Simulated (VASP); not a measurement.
# Te (Fd-3m) in VASP: notebook

The runs below take Te through single point, with PBE.

All numbers are computed with VASP 6.6.1; they aren't measurements. Logs are shortened: lines on timing, memory, paths and dates and some standing lists are left out, and cuts for length are marked.

### Step 1. The cell of the first run

It takes space group Fd-3m (No. 227, cubic). Conventional cell: a = 6.061 Å, b = 6.061 Å, c = 6.061 Å, α = 90.00°, β = 90.00°, γ = 90.00°. Te (site symmetry -43m) has 4 Te at 2.62 Å within 3.5 Å.

This isn't the form of Te at room conditions, which is trigonal, of chains.

### Step 2. Single point, PBE (27.83 Å³/atom)

File POSCAR:

```
Te
1.0
    0.0000000000      3.0303864368      3.0303864368
    3.0303864368      0.0000000000      3.0303864368
    3.0303864368      3.0303864368      0.0000000000
Te
2
Direct
   -0.1250000000     -0.1250000000     -0.1250000000
    0.1250000000      0.1250000000      0.1250000000
```

File INCAR.step1:

```
  PREC = Accurate
  ENCUT = 520
  EDIFF = 1E-6
  ISMEAR = -1
  SIGMA = 0.1
  LREAL = F
  LASPH = T
  NELM = 60
  ALGO = Normal
  ISIF = 2
  LWAVE = F
  LCHARG = T
  GGA = PE
  NBANDS = 13
```

File KPOINTS.step1:

```
regular mesh
0
Gamma
  10 10 10
```

File INCAR.step2:

```
  PREC = Accurate
  ENCUT = 520
  EDIFF = 1E-6
  ISMEAR = -5
  SIGMA = 0.1
  LREAL = F
  LASPH = T
  NELM = 60
  ALGO = Normal
  ISIF = 2
  LWAVE = F
  LCHARG = F
  GGA = PE
  LORBIT = 11
  NEDOS = 1001
  ICHARG = 11
```

File KPOINTS.step2:

```
regular mesh
0
Gamma
  15 15 15
```

Potentials or basis: VASP PAW PBE potentials, release 64 (Te).

Run with:

```
> cat potpaw_PBE.64/Te/POTCAR > POTCAR
> cp INCAR.step1 INCAR
> cp KPOINTS.step1 KPOINTS
> mpirun -np 1 vasp_std > vasp.out
> cp INCAR.step2 INCAR
> cp KPOINTS.step2 KPOINTS
> mpirun -np 1 vasp_std > vasp.out
```

OUTCAR:

```text
PREC = Accurate
   ENCUT = 520
   EDIFF = 1E-6
   ISMEAR = -5
   LREAL = F
   LASPH = T
   NELM = 60
   ISIF = 2
   GGA = PE
   LORBIT = 11
   ICHARG = 11

 ion  position               nearest neighbor table
   1  0.875  0.875  0.875-   2 2.62   2 2.62   2 2.62   2 2.62
   2  0.125  0.125  0.125-   1 2.62   1 2.62   1 2.62   1 2.62

  LATTYP: Found a face centered cubic cell.
 ALAT       =     6.0607728736

  Lattice vectors:

 A1 = (   0.0000000000,   3.0303864368,   3.0303864368)
 A2 = (   3.0303864368,   0.0000000000,   3.0303864368)
 A3 = (   3.0303864368,   3.0303864368,   0.0000000000)

Analysis of symmetry for initial positions (statically):
=====================================================================
 Subroutine PRICEL returns:
 Original cell was already a primitive cell.

 Routine SETGRP: Setting up the symmetry group for a
 face centered cubic supercell.

 Subroutine GETGRP returns: Found 48 space group operations
 (whereof 12 operations were pure point group operations)
 out of a pool of 48 trial point group operations.

The static configuration has the point symmetry D_3d.
 The point group associated with its full space group is O_h .

Analysis of symmetry for dynamics (positions and initial velocities):
=====================================================================
 Subroutine PRICEL returns:
 Original cell was already a primitive cell.

 Routine SETGRP: Setting up the symmetry group for a
 face centered cubic supercell.

 Subroutine GETGRP returns: Found 48 space group operations
 (whereof 12 operations were pure point group operations)
 out of a pool of 48 trial point group operations.

The dynamic configuration has the point symmetry D_3d.
 The point group associated with its full space group is O_h .

 Subroutine INISYM returns: Found 48 space group operations
 (whereof 12 operations are pure point group operations),
 and found     1 'primitive' translations

----------------------------------------------------------------------------------------

                                     Primitive cell

  volume of cell :      55.6575

  direct lattice vectors                    reciprocal lattice vectors
     0.000000000  3.030386437  3.030386437    -0.164995459  0.164995459  0.164995459
     3.030386437  0.000000000  3.030386437     0.164995459 -0.164995459  0.164995459
     3.030386437  3.030386437  0.000000000     0.164995459  0.164995459 -0.164995459

[... 98 lines left out ...]
   EMIN   =  10.00;   EMAX   =-10.00  energy-range for DOS
   EFERMI =   0.00;   METHOD = LEGACY
   ISMEAR =    -5;   SIGMA  =   0.10  broadening in eV -4-tet -1-fermi 0-gaus
   EFERMI_NEDOS =   21; number of points for ismear=-14 and -15
   IALGO  =     38    algorithm
   IMIX   =      4    mixing-type and parameters
     AMIX     =   0.40;   BMIX     =  1.00
     AMIX_MAG =   1.60;   BMIX_MAG =  1.00
  volume/ion in A,a.u.               =      27.83       187.80
  Fermi-wavevector in a.u.,A,eV,Ry     =   0.981659  1.855066 13.111309  0.963654
  Thomas-Fermi vector in A             =   2.112682
   LORBIT       =     11    0 simple, 1 ext, 2 COOP (PROOUT), +10 PAW based schemes
   GGA     = PE    functional components
   LHFCALC =     F    Hartree Fock is set to
   AEXX    =    0.0000 exact exchange contribution
   IVDW    =     0    specifies the selected vdW correction
   LEPSILON=     F    determine dielectric tensor
   LRPA    =     F    only Hartree local field effects (RPA)
 non-spin polarized calculation
 Fermi weights with tetrahedron method with Bloechl corrections
  energy-cutoff  :      520.00
  volume of cell :       55.66
 maximum number of plane-waves:      1516

 number of electron      12.0000001 magnetization

 Free energy of the ion-electron system (eV)
  ---------------------------------------------------
  ext. energy  EPLUGINS =         0.00000000
  ---------------------------------------------------
  free energy    TOTEN  =        -2.46742613 eV

  energy without entropy =       -2.46742613  energy(sigma->0) =       -2.46742613

 E-fermi :   9.0169     XC(G=0):  -9.7780

 val. band max:        9.0929644840   @ k =  -0.3333   0.1333   0.0000
 cond. band min:       8.9851135973   @ k =  -0.3333   0.0667   0.0000
 fundamental gap:     -0.1078508867
 Fermi energy:         9.0169186615

 k-point     1 :       0.0000    0.0000    0.0000
  band No.  band energies     occupation
      1      -7.6153      2.00000
      2       2.5384      2.00000
      3       4.5164      2.00000
      4       4.5164      2.00000
      5       4.5164      2.00000
      6       7.6012      2.00000
      7       7.6012      2.00000
      8       7.6012      2.00000
      9      12.2473      0.00000
     10      14.6273      0.00000
[... 287 lines left out ...]
 k-point    24 :       0.2000    0.1333    0.0000
  band No.  band energies     occupation
      1      -7.2133      2.00000
      2       0.3500      2.00000
      3       3.6151      2.00000
      4       3.6281      2.00000
      5       6.2486      2.00000
      6       7.1776      2.00000
      7       8.9750      1.22400
      8       9.0748      0.58995
      9      12.7981      0.00000
     10      13.7871      0.00000

 [... further k-points ...]

------------------------ aborting loop because EDIFF is reached ----------------------------------------

  FORCE on cell =-STRESS in cart. coord.  units (eV):
  Direction    XX          YY          ZZ          XY          YZ          ZX
  --------------------------------------------------------------------------------------
  -------------------------------------------------------------------------------------
  Total       14.0115645     14.0115645     14.0115645     -0.0000000      0.0000000      0.0000000
  in kB      403.3417470    403.3417470    403.3417470     -0.0000000      0.0000000      0.0000000
  external PRESSURE =     403.3417470 kB  Pullay stress =       0.0000000 kB

 VOLUME and BASIS-vectors are now :
 -----------------------------------------------------------------------------
  energy-cutoff  :      520.00
  volume of cell :       55.66
      direct lattice vectors                 reciprocal lattice vectors
     0.000000000  3.030386437  3.030386437    -0.164995459  0.164995459  0.164995459
     3.030386437  0.000000000  3.030386437     0.164995459 -0.164995459  0.164995459
     3.030386437  3.030386437  0.000000000     0.164995459  0.164995459 -0.164995459

 POSITION                                       TOTAL-FORCE (eV/Angst)
 -----------------------------------------------------------------------------------
      5.30318      5.30318      5.30318        -0.000000     -0.000000     -0.000000
      0.75760      0.75760      0.75760         0.000000      0.000000      0.000000
 -----------------------------------------------------------------------------------
    total drift:                                0.000000      0.000000     -0.000000

  FREE ENERGIE OF THE ION-ELECTRON SYSTEM (eV)
  ---------------------------------------------------
  free  energy   TOTEN  =        -2.4674261252 eV

  energy  without entropy=       -2.4674261252  energy(sigma->0) =       -2.46742613

 total charge

# of ion       s       p       d       tot
------------------------------------------
    1        1.478   1.945   0.140   3.563
    2        1.478   1.945   0.140   3.563
--------------------------------------------------
tot          2.955   3.890   0.280   7.126
```

OSZICAR.step1:

```text
N       E                     dE             d eps       ncg     rms          rms(c)
DAV:   1     0.488004705664E+02    0.48800E+02   -0.45681E+03  1222   0.753E+02
DAV:   2     0.233610166189E+00   -0.48567E+02   -0.45967E+02  1636   0.119E+02
DAV:   3    -0.248965188373E+01   -0.27233E+01   -0.26888E+01  1575   0.300E+01
DAV:   4    -0.253302370572E+01   -0.43372E-01   -0.43356E-01  1449   0.453E+00
DAV:   5    -0.253411154814E+01   -0.10878E-02   -0.10878E-02  1577   0.724E-01    0.266E+01
DAV:   6    -0.250853921690E+01    0.25572E-01   -0.11858E-02  1377   0.550E-01    0.159E+01
DAV:   7    -0.249915997944E+01    0.93792E-02   -0.18995E-02  1347   0.686E-01    0.341E-01
DAV:   8    -0.249878721315E+01    0.37277E-03   -0.13188E-03  1327   0.201E-01    0.111E-01
DAV:   9    -0.249879336934E+01   -0.61562E-05   -0.59914E-05  1572   0.418E-02    0.583E-02
DAV:  10    -0.249879374922E+01   -0.37987E-06   -0.94219E-06  1347   0.155E-02
   1 F= -.24987937E+01 E0= -.24721155E+01  d E =-.533565E-01
```

Run time: 62 s. Hardware: 1 thread of Intel Xeon 8259CL, shared host; peak memory 0.21 GiB.

Results:

```
Valence electrons inside the program's atomic spheres : Te 3.56
```

Caveat: spin-orbit coupling is left out, which moves the levels of the heavy elements.

### Step 3. Single point, PBE (42.67 Å³/atom)

This run uses another cell than the first one, of 42.67 Å³/atom.

File POSCAR:

```
Te
1.0
    0.0000000000      3.4944342433      3.4944342433
    3.4944342433      0.0000000000      3.4944342433
    3.4944342433      3.4944342433      0.0000000000
Te
2
Direct
   -0.1250000000     -0.1250000000     -0.1250000000
    0.1250000000      0.1250000000      0.1250000000
```

File INCAR.step1:

```
SYSTEM = Te
PREC = Accurate
ENCUT = 520
EDIFF = 1E-7
ISMEAR = -1
SIGMA = 0.1
LREAL = .False.
LASPH = .True.
NELM = 80
ALGO = Normal
ISIF = 2
LWAVE = .False.
LCHARG = .True.
GGA = PE
NBANDS = 13
```

File KPOINTS.step1:

```
Automatic mesh
0
Gamma
  10 10 10
  0 0 0
```

File INCAR.step2:

```
SYSTEM = Te
PREC = Accurate
ENCUT = 520
EDIFF = 1E-7
ISMEAR = -5
SIGMA = 0.1
LREAL = .False.
LASPH = .True.
NELM = 80
ALGO = Normal
ISIF = 2
LWAVE = .False.
LCHARG = .False.
GGA = PE
LORBIT = 10
NEDOS = 2001
ICHARG = 11
```

File KPOINTS.step2:

```
Automatic mesh
0
Gamma
  15 15 15
  0 0 0
```

Potentials or basis: VASP PAW PBE potentials, release 64 (Te).

Run with:

```
> cat potpaw_PBE.64/Te/POTCAR > POTCAR
> cp INCAR.step1 INCAR
> cp KPOINTS.step1 KPOINTS
> mpirun -np 1 vasp_std > vasp.out
> cp INCAR.step2 INCAR
> cp KPOINTS.step2 KPOINTS
> mpirun -np 1 vasp_std > vasp.out
```

OUTCAR:

```text
SYSTEM = Te
   PREC = Accurate
   ENCUT = 520
   EDIFF = 1E-7
   ISMEAR = -5
   LREAL = .False.
   LASPH = .True.
   NELM = 80
   ISIF = 2
   GGA = PE
   LORBIT = 10
   ICHARG = 11

 ion  position               nearest neighbor table
   1  0.875  0.875  0.875-   2 3.03   2 3.03   2 3.03   2 3.03
   2  0.125  0.125  0.125-   1 3.03   1 3.03   1 3.03   1 3.03

  LATTYP: Found a face centered cubic cell.
 ALAT       =     6.9888684866

  Lattice vectors:

 A1 = (   0.0000000000,   3.4944342433,   3.4944342433)
 A2 = (   3.4944342433,   0.0000000000,   3.4944342433)
 A3 = (   3.4944342433,   3.4944342433,   0.0000000000)

Analysis of symmetry for initial positions (statically):
=====================================================================
 Subroutine PRICEL returns:
 Original cell was already a primitive cell.

 Routine SETGRP: Setting up the symmetry group for a
 face centered cubic supercell.

 Subroutine GETGRP returns: Found 48 space group operations
 (whereof 12 operations were pure point group operations)
 out of a pool of 48 trial point group operations.

[... 472 lines left out ...]
 k-point    24 :       0.2000    0.1333    0.0000
  band No.  band energies     occupation
      1      -9.1186      2.00000
      2      -5.0812      2.00000
      3       0.3236      2.00000
      4       0.3410      2.00000
      5       1.3209      2.00000
      6       2.9993      2.00000
      7       4.0372      1.00655
      8       4.0690      0.57723
      9       8.6724      0.00000
     10       8.7084      0.00000

 [... further k-points ...]

------------------------ aborting loop because EDIFF is reached ----------------------------------------

  FORCE on cell =-STRESS in cart. coord.  units (eV):
  Direction    XX          YY          ZZ          XY          YZ          ZX
  --------------------------------------------------------------------------------------
  -------------------------------------------------------------------------------------
  Total        1.4263960      1.4263960      1.4263960     -0.0000000      0.0000000     -0.0000000
  in kB       26.7787365     26.7787365     26.7787365     -0.0000000      0.0000000     -0.0000000
  external PRESSURE =      26.7787365 kB  Pullay stress =       0.0000000 kB

 VOLUME and BASIS-vectors are now :
 -----------------------------------------------------------------------------
  energy-cutoff  :      520.00
  volume of cell :       85.34
      direct lattice vectors                 reciprocal lattice vectors
     0.000000000  3.494434243  3.494434243    -0.143084678  0.143084678  0.143084678
     3.494434243  0.000000000  3.494434243     0.143084678 -0.143084678  0.143084678
     3.494434243  3.494434243  0.000000000     0.143084678  0.143084678 -0.143084678

 POSITION                                       TOTAL-FORCE (eV/Angst)
 -----------------------------------------------------------------------------------
      6.11526      6.11526      6.11526         0.000000      0.000000      0.000000
      0.87361      0.87361      0.87361        -0.000000     -0.000000     -0.000000
 -----------------------------------------------------------------------------------
    total drift:                                0.000000      0.000000     -0.000000

  FREE ENERGIE OF THE ION-ELECTRON SYSTEM (eV)
  ---------------------------------------------------
  free  energy   TOTEN  =        -5.3911343940 eV

  energy  without entropy=       -5.3911343940  energy(sigma->0) =       -5.39113439

 total charge

# of ion       s       p       d       tot
------------------------------------------
    1        1.457   1.790   0.038   3.285
    2        1.457   1.790   0.038   3.285
--------------------------------------------------
tot          2.915   3.579   0.077   6.571
```

OSZICAR.step1:

```text
N       E                     dE             d eps       ncg     rms          rms(c)
DAV:   1     0.435771433897E+02    0.43577E+02   -0.42130E+03  1222   0.713E+02
DAV:   2    -0.248221564795E+01   -0.46059E+02   -0.43768E+02  1669   0.105E+02
DAV:   3    -0.536868735927E+01   -0.28865E+01   -0.28642E+01  1532   0.294E+01
DAV:   4    -0.542646579731E+01   -0.57778E-01   -0.57771E-01  1603   0.493E+00
DAV:   5    -0.542783843868E+01   -0.13726E-02   -0.13726E-02  1618   0.715E-01    0.125E+01
DAV:   6    -0.542624967901E+01    0.15888E-02   -0.22717E-03  1520   0.298E-01    0.758E+00
DAV:   7    -0.542561010442E+01    0.63957E-03   -0.40572E-03  1367   0.400E-01    0.876E-02
DAV:   8    -0.542565299954E+01   -0.42895E-04   -0.10061E-04  1503   0.652E-02    0.506E-02
DAV:   9    -0.542567355306E+01   -0.20554E-04   -0.24572E-05  1373   0.315E-02    0.140E-02
DAV:  10    -0.542567425802E+01   -0.70497E-06   -0.73824E-07  1507   0.504E-03    0.402E-03
DAV:  11    -0.542567498770E+01   -0.72968E-06   -0.18015E-06  1287   0.640E-03    0.597E-03
DAV:  12    -0.542567504526E+01   -0.57564E-07   -0.21936E-08  1176   0.101E-03
   1 F= -.54256750E+01 E0= -.53936634E+01  d E =-.640233E-01
```

Wall time 3.1 min (1 thread of Intel Xeon 8259CL, shared host); peak memory 0.28 GiB.

What came out:

| Item | Value |
| --- | --- |
| Valence electrons inside the program's atomic spheres | Te 3.29 |

Caveat: spin-orbit coupling is left out, which moves the levels of the heavy elements.

### Step 4. Single point, PBE

This run uses another cell than the first one, of 46.38 Å³/atom.

File POSCAR:

```
Te
1.0
    0.0000000000      3.5929204090      3.5929204090
    3.5929204090      0.0000000000      3.5929204090
    3.5929204090      3.5929204090      0.0000000000
Te
2
Direct
   -0.1250000000     -0.1250000000     -0.1250000000
    0.1250000000      0.1250000000      0.1250000000
```

File INCAR.step1:

```
PREC = Accurate
ENCUT = 520
EDIFF = 1E-6
ISMEAR = -1
SIGMA = 0.1
LREAL = False
LASPH = True
NELM = 60
ALGO = Normal
ISIF = 2
LWAVE = False
LCHARG = True
GGA = PE
NBANDS = 13
```

File KPOINTS.step1:

```
Automatic mesh
0
Gamma
  10 10 10
```

File INCAR.step2:

```
PREC = Accurate
ENCUT = 520
EDIFF = 1E-6
ISMEAR = -5
SIGMA = 0.1
LREAL = False
LASPH = True
NELM = 60
ALGO = Normal
ISIF = 2
LWAVE = False
LCHARG = False
GGA = PE
LORBIT = 11
NEDOS = 2001
ICHARG = 11
```

File KPOINTS.step2:

```
Automatic mesh
0
Gamma
  15 15 15
```

Run with:

```
> cat potpaw_PBE.64/Te/POTCAR > POTCAR
> cp INCAR.step1 INCAR
> cp KPOINTS.step1 KPOINTS
> mpirun -np 1 vasp_std > vasp.out
> cp INCAR.step2 INCAR
> cp KPOINTS.step2 KPOINTS
> mpirun -np 1 vasp_std > vasp.out
```

It took 3.3 min on 1 thread of Intel Xeon 8259CL, shared host; peak memory 0.29 GiB.

It converged, with:

| Quantity | Value |
| --- | --- |
| Valence electrons inside the program's atomic spheres | Te 3.25 |

Levels at points of the mesh, in eV from the Fermi level:
| k point | band 4 | band 5 | band 6 | band 7 | band 8 | band 9 |
| --- | --- | --- | --- | --- | --- | --- |
| (0.00, 0.00, 0.00) | -2.94 | -2.94 | -0.64 | -0.64 | -0.64 | 3.73 |

Caveat: spin-orbit coupling is left out, which moves the levels of the heavy elements.
